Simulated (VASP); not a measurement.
AlPt: electric field gradients with LDA

The system is AlPt.

```
Al Pt
1.0
     2.53297    0.00000    0.00000
     0.00000    2.53297    0.00000
     0.00000    0.00000    2.53297
Al Pt
1 1
Cartesian
  0.0000 0.0000 0.0000
  1.2665 1.2665 1.2665
```

This cell differs from its parent crystal: volume scaled by 0.55.

| Property | Result |
| --- | --- |
| Program | VASP 6.6.1 |
| Task | electric field gradients |
| Functional | LDA |
| Potentials or basis | VASP PAW LDA potentials, release 64 (Al, Pt) |
| Cutoff | 520 eV |
| k mesh | 12 × 12 × 12 |
| Occupations | fermi-dirac, width 0.05 eV |
| Spin | no spin polarisation |
| Dipole correction | no |
| Further INCAR settings | ALGO = Normal; EDIFF = 1e-08; NBANDS = 14 |

```
Pressure : 412.0 GPa
```

Levels at points of the mesh, in eV from the Fermi level:
| k point | band 3 | band 4 | band 5 | band 6 | band 7 | band 8 | band 9 | band 10 | band 11 | band 12 |
| --- | --- | --- | --- | --- | --- | --- | --- | --- | --- | --- |
| (0.00, 0.00, 0.00) | -13.06 | -5.40 | -5.40 | -5.40 | 4.28 | 4.28 | 4.28 | 10.16 | 10.16 | 18.00 |
| (0.50, 0.00, 0.00) | -10.95 | -8.76 | -8.76 | -4.80 | -0.90 | 2.13 | 8.73 | 8.73 | 12.52 | 17.02 |
| (0.50, 0.50, 0.00) | -8.38 | -8.38 | -6.25 | -6.25 | -2.24 | 2.72 | 8.83 | 10.63 | 12.57 | 12.57 |
| (0.50, 0.50, 0.50) | -13.67 | -1.99 | -1.99 | 0.52 | 0.52 | 0.52 | 1.81 | 10.71 | 10.71 | 10.71 |

It used 15 s of CPU time on 1 thread of AMD EPYC 7R13 Processor (Zen 3) (shared host).

Caveat: without QUAD_EFG the Cq values of the log hold for a quadrupole moment of 1 mb, not for the nuclei; spin-orbit coupling is left out, which moves the levels of the heavy elements.
